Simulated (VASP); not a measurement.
NaB4:

```
CELL_PARAMETERS angstrom
2.85762 0.00000 0.00000
0.00000 3.05074 0.00000
0.00000 0.00000 5.28403
ATOMIC_POSITIONS crystal
Na 0.50000 0.50000 0.50000
B 0.00000 0.50000 0.83333
B 0.00000 0.00000 0.33333
B 0.00000 0.00000 0.66667
B 0.00000 0.50000 0.16667
```

* Program: VASP 6.6.1
* Task: relaxation of cell and atoms
* Functional: PBE
* Potentials or basis: VASP PAW PBE potentials, release 64 (Na_pv, B)
* Cutoff: 600 eV
* k mesh: 6 × 6 × 4
* Occupations: gaussian, width 0.1 eV
* Spin: no spin polarisation

At the start: pressure 21.3 GPa; volume 9.21 Å³/atom.

Q: How do energy, volume and symmetry change on relaxing?

A: Over 33 steps the energy falls by 542.9 meV/atom and the volume is 13.54 Å³/atom (+47.0 %); space group Pmmm (No. 47, to 0.05 Å).

The path:
```csv
step,energy change (eV),largest force (eV/Å),pressure (GPa),volume (Å³)
1,0.0000,1.8365,21.28,46.07
2,-0.7430,0.8666,-3.01,54.70
3,-0.7442,0.7789,-2.40,54.33
4,-1.1360,0.8090,-0.15,55.27
5,-1.6680,0.7335,14.35,57.03
6,-1.8168,0.5422,13.29,58.23
7,-2.1773,0.3570,10.76,61.77
8,-2.3245,0.3221,6.88,68.63
9,-2.3435,0.2823,7.97,66.85
10,-2.4950,0.1195,3.05,68.26
11,-2.5235,0.2026,-0.57,69.45
12,-2.5245,0.1929,-0.07,69.27
13,-2.5244,0.1900,0.08,69.23
14,-2.5271,0.2012,0.07,69.24
15,-2.5351,0.2320,0.02,69.29
16,-2.5502,0.2801,-0.05,69.38
17,-2.5755,0.3387,-0.15,69.52
18,-2.6063,0.4407,-0.24,69.68
19,-2.6072,0.7097,-0.31,69.48
20,-2.6196,0.5035,-0.21,69.69
21,-2.6237,0.4896,-0.28,69.70
22,-2.6354,0.4471,-0.53,69.75
23,-2.6559,0.3603,-1.02,69.82
24,-2.6846,0.2773,-1.96,69.92
25,-2.6467,0.7213,-3.30,69.91
26,-2.6903,0.2118,-2.22,69.94
27,-2.7019,0.1538,-1.20,69.33
28,-2.7050,0.2496,-0.36,68.86
29,-2.7080,0.1874,-0.29,68.65
30,-2.7131,0.0157,-0.04,68.03
31,-2.7137,0.0529,0.08,67.76
32,-2.7142,0.0289,-0.44,67.67
33,-2.7145,0.0301,-0.26,67.70
```

Final structure:
```
Na B
1.0
     3.77890    0.00000    0.00000
     0.00000    3.14382    0.00000
     0.00000    0.00000    5.69860
Na B
1 4
Direct
  0.50000 0.50000 0.50000
  0.00000 0.50000 0.83978
  0.00000 0.00000 0.18018
  0.00000 0.00000 0.81982
  0.00000 0.50000 0.16022
```

Caveat: the k points lie up to 0.33 Å⁻¹ apart in the final cell; the volume moved by over 15 % at a fixed basis, so the end points are rough.
